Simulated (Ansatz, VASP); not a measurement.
Be: VASP beside Ansatz

```xyz
1
Lattice="2.1260 0.0000 0.0000 -0.7087 2.0044 0.0000 -0.7087 -1.0022 1.7359" Properties=species:S:1:pos:R:3 pbc="T T T"
Be    0.0000    0.0000    0.0000
```

Alike in both runs: functional PBEsol; dispersion D3(BJ); k mesh 15 × 15 × 15; occupations fermi-dirac, width 0.1 eV; no spin polarisation.

Ansatz relaxed the structure, and its values are those at the end. VASP's run is a single point on that final structure, the one shown.

|  | VASP | Ansatz |
| --- | --- | --- |
| version | VASP 6.6.1 | Ansatz 0.2.0 |
| potentials or method | VASP PAW PBE potentials, release 64 (Be), cutoff 520 eV | plane waves, PAW |
| valence electrons in the cell | 2 | 2 |

VASP gave:

- pressure (GPa): 0.4

Q: Which values does Ansatz return?

A: Pressure (GPa): 0.0.

VASP's potentials were made for PBE, not for PBEsol.
